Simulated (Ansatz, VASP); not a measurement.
# Two plane-wave programs on Sr3Zn2H

```
Sr Zn H
1.0
     7.06214    0.00000    0.00000
     0.00000    7.06214    0.00000
     0.00000    0.00000    4.60742
Sr Zn H
3 2 1
Direct
  0.00000 0.50000 0.00000
  0.50000 0.00000 0.00000
  0.00000 0.00000 0.00000
  0.50000 0.50000 0.50000
  0.50000 0.50000 0.00000
  0.00000 0.00000 0.50000
```

Alike in both runs: functional PBE; k mesh 4 × 4 × 4; occupations gaussian, width 0.1 eV; no spin polarisation.

Ansatz relaxed the structure, and its values are those at the end. VASP's run is a single point on that final structure, the one shown.

```csv
,VASP,Ansatz
version,VASP 6.6.1,Ansatz 0.2.0
potentials or method,"VASP PAW PBE potentials, release 64 (Sr_sv, Zn, H), cutoff 520 eV","scalar-relativistic, plane waves, PAW"
valence electrons in the cell,55,55
```

|  | VASP | Ansatz | Ansatz less VASP |
| --- | --- | --- | --- |
| gap on the k mesh at the Fermi level (eV) | none | none | - |
| pressure (GPa) | 0.3 | 0.3 | -0.07 |

A gap of «none» marks a metal or a gap that the smearing closes.
